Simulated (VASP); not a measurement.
# Ti8Ru8Au in VASP: further runs

The runs below take Ti8Ru8Au through single point, with PBE.

Program: VASP 6.6.1. These are calculated values, not measurements. Logs are shortened: lines on timing, memory, paths and dates and some standing lists are left out, and cuts for length are marked.

## Step 1: The cell of the first run

The cell holds a slab with vacuum, 17 atoms: a = 6.140 Å, b = 6.140 Å, c = 16.605 Å, α = 90.00°, β = 90.00°, γ = 90.00°.

## Step 2: Single point, PBE

INCAR reads:

```
ALGO = Normal ; EDIFF = 1E-6
ENCUT = 520 ; GGA = PE
ISIF = 2 ; ISMEAR = -1
LASPH = T ; LCHARG = F
LREAL = Auto ; LWAVE = F
NBANDS = 124 ; NELM = 60
PREC = Accurate ; SIGMA = 0.1
```

KPOINTS reads:

```
k-points
0
Gamma
  3 3 1
```

POSCAR reads:

```
Ti8Ru8Au
1.0
    6.1400000000      0.0000000000      0.0000000000
    0.0000000000      6.1400000000      0.0000000000
    0.0000000000      0.0000000000     16.6050000000
Ti Ru Au
8 8 1
Direct
    0.2504708469      0.2496079805      0.1341354411
    0.2558916938      0.2508565147      0.3206841313
    0.2504555375      0.7500869707      0.1341297802
    0.2560063518      0.7487802932      0.3206537790
    0.7508630293      0.2494848534      0.1342570912
    0.7520153094      0.2559493485      0.3232749172
    0.7508452769      0.7502089577      0.1342606444
    0.7521338762      0.7435631922      0.3232834688
    0.0000000000      0.0000000000      0.0602228245
    0.0043804560     -0.0001244300      0.2406638362
    0.0000000000      0.5000000000      0.0602228245
    0.0033400651      0.4998868078      0.2388909967
    0.5000000000      0.0000000000      0.0602228245
    0.5021508143     -0.0001224756      0.2399350196
    0.5000000000      0.5000000000      0.0602228245
    0.5007926710      0.4998946254      0.2373608552
    0.6633475570      0.4994307818      0.4496769045
```

Potentials or basis: VASP PAW PBE potentials, release 64 (Ti_sv, Ru_pv, Au).

Launch:

```sh
cat potpaw_PBE.64/Ti_sv/POTCAR potpaw_PBE.64/Ru_pv/POTCAR potpaw_PBE.64/Au/POTCAR > POTCAR
mpirun -np 1 vasp_std > vasp.out
```

OUTCAR:

```text
EDIFF = 1E-6
   ENCUT = 520
   GGA = PE
   ISIF = 2
   ISMEAR = -1
   LASPH = T
   LREAL = Auto
   NELM = 60
   PREC = Accurate

 ion  position               nearest neighbor table
   1  0.250  0.250  0.134-  13 2.49  15 2.49   9 2.49  11 2.50  16 2.77  12 2.77  10 2.79  14 2.80

   2  0.256  0.251  0.321-  14 2.54  16 2.55  10 2.55  12 2.57
   3  0.250  0.750  0.134-  13 2.49  15 2.49   9 2.50  11 2.50  16 2.77  12 2.77  10 2.79  14 2.80

   4  0.256  0.749  0.321-  14 2.54  16 2.55  10 2.56  12 2.57
   5  0.751  0.249  0.134-   9 2.49  11 2.49  13 2.50  15 2.50  16 2.77  14 2.79  12 2.79  10 2.81

   6  0.752  0.256  0.323-  12 2.57  16 2.58  14 2.60  10 2.60  17 2.63
   7  0.751  0.750  0.134-   9 2.49  11 2.49  13 2.50  15 2.50  16 2.77  14 2.79  12 2.79  10 2.81

   8  0.752  0.744  0.323-  12 2.57  16 2.58  14 2.60  10 2.60  17 2.64
   9  0.000  0.000  0.060-   5 2.49   7 2.49   1 2.49   3 2.50  10 3.00  11 3.07  13 3.07  11 3.07
                            13 3.07
  10  0.004  1.000  0.241-   2 2.55   4 2.56   6 2.60   8 2.60   1 2.79   3 2.79   5 2.81   7 2.81
                             9 3.00  14 3.06  12 3.07  12 3.07  14 3.08
  11  0.000  0.500  0.060-   7 2.49   5 2.49   3 2.50   1 2.50  12 2.97   9 3.07  15 3.07   9 3.07
                            15 3.07
  12  0.003  0.500  0.239-   8 2.57   4 2.57   2 2.57   6 2.57   3 2.77   1 2.77   7 2.79   5 2.79
                            11 2.97  16 3.05  10 3.07  10 3.07  16 3.09
  13  0.500  0.000  0.060-   1 2.49   3 2.49   5 2.50   7 2.50  14 2.98   9 3.07  15 3.07  15 3.07
                             9 3.07
  14  0.502  1.000  0.240-   4 2.54   2 2.54   6 2.60   8 2.60   5 2.79   7 2.79   1 2.80   3 2.80
                            13 2.98  10 3.06  16 3.07  16 3.07  10 3.08
  15  0.500  0.500  0.060-   3 2.49   1 2.49   7 2.50   5 2.50  16 2.94  13 3.07  11 3.07  13 3.07
                            11 3.07
  16  0.501  0.500  0.237-   4 2.55   2 2.55   8 2.58   6 2.58   7 2.77   5 2.77   3 2.77   1 2.77
                            15 2.94  12 3.05  14 3.07  14 3.07  12 3.09
  17  0.663  0.499  0.450-   6 2.63   8 2.64

  LATTYP: Found a simple tetragonal cell.
 ALAT       =     6.1400000000
 C/A-ratio  =     2.7043973941

  Lattice vectors:

 A1 = (   6.1400000000,   0.0000000000,   0.0000000000)
 A2 = (   0.0000000000,   6.1400000000,   0.0000000000)
 A3 = (   0.0000000000,   0.0000000000,  16.6050000000)

Analysis of symmetry for initial positions (statically):
=====================================================================
 Subroutine PRICEL returns:
 Original cell was already a primitive cell.

 Routine SETGRP: Setting up the symmetry group for a
 simple tetragonal supercell.

 Subroutine GETGRP returns: Found  1 space group operations
 (whereof  1 operations were pure point group operations)
 out of a pool of 16 trial point group operations.

The static configuration has the point symmetry C_1 .

Analysis of symmetry for dynamics (positions and initial velocities):
=====================================================================
 Subroutine PRICEL returns:
 Original cell was already a primitive cell.

 Routine SETGRP: Setting up the symmetry group for a
 simple tetragonal supercell.

 Subroutine GETGRP returns: Found  1 space group operations
 (whereof  1 operations were pure point group operations)
 out of a pool of 16 trial point group operations.

The dynamic configuration has the point symmetry C_1 .

 Subroutine INISYM returns: Found  1 space group operations
 (whereof  1 operations are pure point group operations),
 and found     1 'primitive' translations

----------------------------------------------------------------------------------------

                                     Primitive cell

  volume of cell :     626.0019

  direct lattice vectors                    reciprocal lattice vectors
     6.140000000  0.000000000  0.000000000     0.162866450  0.000000000  0.000000000
     0.000000000  6.140000000  0.000000000     0.000000000  0.162866450  0.000000000
     0.000000000  0.000000000 16.605000000     0.000000000  0.000000000  0.060222824

  length of vectors
     6.140000000  6.140000000 16.605000000     0.162866450  0.162866450  0.060222824

  position of ions in fractional coordinates (direct lattice)
     0.250470847  0.249607981  0.134135441
     0.255891694  0.250856515  0.320684131
     0.250455538  0.750086971  0.134129780
     0.256006352  0.748780293  0.320653779
     0.750863029  0.249484853  0.134257091
     0.752015309  0.255949349  0.323274917
[... 9 lines left out ...]
     0.500792671  0.499894625  0.237360855
     0.663347557  0.499430782  0.449676905

  ion indices of the primitive-cell ions
   primitive index   ion index
                 1           1
                 2           2
                 3           3
                 4           4
                 5           5
                 6           6
[... 9 lines left out ...]
                16          16
                17          17

----------------------------------------------------------------------------------------

 KPOINTS: k-points

Automatic generation of k-mesh.
 Grid dimensions read from file:
 generate k-points for:    3    3    1

 Generating k-lattice:

  Cartesian coordinates                     Fractional coordinates (reciprocal lattice)
     0.054288817  0.000000000  0.000000000     0.333333333  0.000000000  0.000000000
     0.000000000  0.054288817  0.000000000     0.000000000  0.333333333  0.000000000
     0.000000000  0.000000000  0.060222824     0.000000000  0.000000000  1.000000000

  Length of vectors
     0.054288817  0.054288817  0.060222824

  Shift w.r.t. Gamma in fractional coordinates (k-lattice)
     0.000000000  0.000000000  0.000000000

 Subroutine IBZKPT returns following result:
 ===========================================

 Found      5 irreducible k-points:

 Following reciprocal coordinates:
            Coordinates               Weight
  0.000000  0.000000  0.000000      1.000000
  0.333333  0.000000  0.000000      2.000000
  0.000000  0.333333  0.000000      2.000000
  0.333333  0.333333  0.000000      2.000000
 -0.333333  0.333333  0.000000      2.000000
   k-points           NKPTS =      5   k-points in BZ     NKDIM =      5   number of bands    NBANDS=    124
   number of dos      NEDOS =    301   number of ions     NIONS =     17
   total plane-waves  NPLWV = 290304
   dimension x,y,z NGX =    48 NGY =   48 NGZ =  126
   dimension x,y,z NGXF=    96 NGYF=   96 NGZF=  252
   ions per type =               8   8   1
   NGX,Y,Z   is equivalent  to a cutoff of  13.00, 13.00, 12.61 a.u.
   NGXF,Y,Z  is equivalent  to a cutoff of  25.99, 25.99, 25.23 a.u.
 SYSTEM =  unknown system
   PREC   = accura    normal or accurate (medium, high low for compatibility)
   ISTART =      0    job   : 0-new  1-cont  2-samecut
   ICHARG =      2    charge: 1-file 2-atom 10-const
   ISPIN  =      1    spin polarized calculation?
   LNONCOLLINEAR =      F non collinear calculations
   LSORBIT =      F    spin-orbit coupling
   LASPH  =      T    aspherical Exc in radial PAW
   ENCUT  =  520.0 eV  38.22 Ry    6.18 a.u.  11.42 11.42 30.87*2*pi/ulx,y,z
   NELM   =     60;   NELMIN=  2; NELMDL= -5     # of ELM steps
   EDIFF  = 0.1E-05   stopping-criterion for ELM
   LREAL  =      T    real-space projection
   EDIFFG = 0.1E-04   stopping-criterion for IOM
   NSW    =      0    number of steps for IOM
   IBRION =     -1    ionic relax: 0-MD 1-quasi-New 2-CG
   NFREE  =      0    steps in history (QN), initial steepest desc. (CG)
   ISIF   =      2    stress and relaxation
   ISYM   =      2    0-nonsym 1-usesym 2-fastsym
   POTIM  = 0.5000    time-step for ionic-motion
   TEBEG  =    0.0;   TEEND  =   0.0 temperature during run
   PSTRESS=    0.0 pullay stress
   NELECT =     219.0000    total number of electrons
   NUPDOWN=      -1.0000    fix difference up-down
   EMIN   =  10.00;   EMAX   =-10.00  energy-range for DOS
   EFERMI =   0.00;   METHOD = LEGACY
   ISMEAR =    -1;   SIGMA  =   0.10  broadening in eV -4-tet -1-fermi 0-gaus
   EFERMI_NEDOS =   21; number of points for ismear=-14 and -15
   IALGO  =     38    algorithm
   IMIX   =      4    mixing-type and parameters
     AMIX     =   0.40;   BMIX     =  1.00
     AMIX_MAG =   1.60;   BMIX_MAG =  1.00
  volume/ion in A,a.u.               =      36.82       248.50
  Fermi-wavevector in a.u.,A,eV,Ry     =   1.153536  2.179866 18.104515  1.330644
  Thomas-Fermi vector in A             =   2.290179
   LORBIT       =      0    0 simple, 1 ext, 2 COOP (PROOUT), +10 PAW based schemes
   GGA     = PE    functional components
   LHFCALC =     F    Hartree Fock is set to
   AEXX    =    0.0000 exact exchange contribution
   IVDW    =     0    specifies the selected vdW correction
   LEPSILON=     F    determine dielectric tensor
   LRPA    =     F    only Hartree local field effects (RPA)
 non-spin polarized calculation
  energy-cutoff  :      520.00
  volume of cell :      626.00
 maximum number of plane-waves:     16889
 NGX is ok and might be reduce to    48
   NGX = 23   NGY = 23   NGZ = 61

 number of electron     219.0000037 magnetization

 Free energy of the ion-electron system (eV)
  ---------------------------------------------------
  ext. energy  EPLUGINS =         0.00000000
  ---------------------------------------------------
  free energy    TOTEN  =      -139.67724119 eV

  energy without entropy =     -139.36928620  energy(sigma->0) =     -139.52326369

 E-fermi :   2.0846     XC(G=0):  -6.5031

 val. band max:        2.0134634498   @ k =   0.0000   0.3333   0.0000
 cond. band min:       2.0973684909   @ k =   0.0000   0.0000   0.0000
 fundamental gap:      0.0839050411
 Fermi energy:         2.0845772661

 k-point     1 :       0.0000    0.0000    0.0000
  band No.  band energies     occupation
      1     -55.3633      2.00000
      2     -55.3424      2.00000
      3     -55.3042      2.00000
      4     -55.2814      2.00000
      5     -54.7871      2.00000
      6     -54.7674      2.00000
[... 609 lines left out ...]
    120       3.0335      0.00015
    121       3.0931      0.00008
 [bands above 121 left out]

------------------------ aborting loop because EDIFF is reached ----------------------------------------

  FORCE on cell =-STRESS in cart. coord.  units (eV):
  Direction    XX          YY          ZZ          XY          YZ          ZX
  --------------------------------------------------------------------------------------
  -------------------------------------------------------------------------------------
  Total       -5.6924496     -5.5653236     -0.2259306     -0.0136090      0.0217808     -0.9630116
  in kB      -14.5691481    -14.2437841     -0.5782425     -0.0348306      0.0557453     -2.4647136
  external PRESSURE =      -9.7970583 kB  Pullay stress =       0.0000000 kB

 VOLUME and BASIS-vectors are now :
 -----------------------------------------------------------------------------
  energy-cutoff  :      520.00
  volume of cell :      626.00
      direct lattice vectors                 reciprocal lattice vectors
     6.140000000  0.000000000  0.000000000     0.162866450  0.000000000  0.000000000
     0.000000000  6.140000000  0.000000000     0.000000000  0.162866450  0.000000000
     0.000000000  0.000000000 16.605000000     0.000000000  0.000000000  0.060222824

 POSITION                                       TOTAL-FORCE (eV/Angst)
 -----------------------------------------------------------------------------------
      1.53789      1.53259      2.22732         0.018230     -0.002508      0.033615
      1.57117      1.54026      5.32496         0.047665     -0.000241      0.026682
      1.53780      4.60553      2.22723         0.013548      0.008411      0.036795
      1.57188      4.59751      5.32446         0.041942      0.004289      0.030471
      4.61030      1.53184      2.22934         0.025029     -0.002774      0.053289
      4.61737      1.57153      5.36798         0.026840     -0.006631     -0.027512
[... 9 lines left out ...]
      3.07487      3.06935      3.94138         0.001238     -0.002512     -0.033158
      4.07295      3.06651      7.46688        -0.235664      0.003389     -0.014848
 -----------------------------------------------------------------------------------
    total drift:                                0.005384      0.003370      0.032988

  FREE ENERGIE OF THE ION-ELECTRON SYSTEM (eV)
  ---------------------------------------------------
  free  energy   TOTEN  =      -139.6772411900 eV

  energy  without entropy=     -139.3692861976  energy(sigma->0) =     -139.52326369
```

Run time: 13 min. Hardware: 1 thread of Intel Xeon 6975P-C (Granite Rapids), shared host; peak memory 0.73 GiB.

What came out:

```yaml
Free_energy: -139.6772 eV
Largest_force: 0.236 eV/Å
```

Forces in eV/Å, atoms in the order of the input:
```
Ti   0.018 -0.003  0.034
Ti   0.048  0.000  0.027
Ti   0.014  0.008  0.037
Ti   0.042  0.004  0.030
Ti   0.025 -0.003  0.053
Ti   0.027 -0.007 -0.028
Ti   0.018  0.004  0.053
Ti   0.023  0.009 -0.021
Ru  -0.005 -0.002  0.030
Ru  -0.020 -0.001 -0.017
Ru  -0.013 -0.003 -0.030
Ru  -0.025 -0.002 -0.005
Ru   0.035 -0.002  0.020
Ru  -0.002 -0.001 -0.024
Ru   0.050 -0.003 -0.112
Ru   0.001 -0.003 -0.033
Au  -0.236  0.003 -0.015
```

Levels at points of the mesh, in eV from the Fermi level:
```tsv
k point	band 106	band 107	band 108	band 109	band 110	band 111	band 112	band 113
(0.00, 0.00, 0.00)	-0.55	-0.10	0.01	0.15	0.16	0.38	0.44	0.48
```

Caveat: spin-orbit coupling is left out, which moves the levels of the heavy elements.

(Part 1 of 2 ends here.)
